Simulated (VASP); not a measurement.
Here is a VASP 6.6.1 calculation.

POSCAR

```
Cu
1.0
    0.0000000000      1.7654272497      1.7654272497
    1.7654272497      0.0000000000      1.7654272497
    1.7654272497      1.7654272497      0.0000000000
Cu
1
Direct
    0.0000000000      0.0000000000      0.0000000000
```

Contents of INCAR.step1:

```
SYSTEM = Cu
PREC = Accurate ; ENCUT = 520
ISMEAR = -1 ; SIGMA = 0.1
LREAL = .False. ; LASPH = .True.
NELM = 100 ; NBANDS = 12
GGA = PE ; ALGO = Normal
EDIFF = 1E-4 ; LWAVE = .True.
LCHARG = .False.
```

INCAR.step2

```
SYSTEM = Cu
PREC = Accurate ; ENCUT = 520
EDIFF = 1E-7 ; ISMEAR = -1
SIGMA = 0.1 ; LREAL = .False.
LASPH = .True. ; NELM = 100
ALGO = Normal ; ISIF = 2
LWAVE = .False. ; LCHARG = .False.
METAGGA = R2SCAN ; LMIXTAU = .True.
NBANDS = 12 ; ISTART = 1
```

KPOINTS

```
Automatic mesh
0
Gamma
  26 26 26
  0 0 0
```

Potentials or basis: VASP PAW PBE potentials, release 64 (Cu).

The run is started by

```bash
$ cat potpaw_PBE.64/Cu/POTCAR > POTCAR
$ cp INCAR.step1 INCAR
$ mpirun -np 1 vasp_std > vasp.out
$ cp INCAR.step2 INCAR
$ mpirun -np 1 vasp_std > vasp.out
```

Problem. What does it give for the band gap on the k mesh?

Solution. Zero (an odd number of electrons rules out a gap without spin polarisation).

Problem. Estimate the pressure.

Solution. 7.6 GPa.

Caveat: the cell stands under pressure; the PAW data sets were made with another functional, which shifts forces and pressure a little.
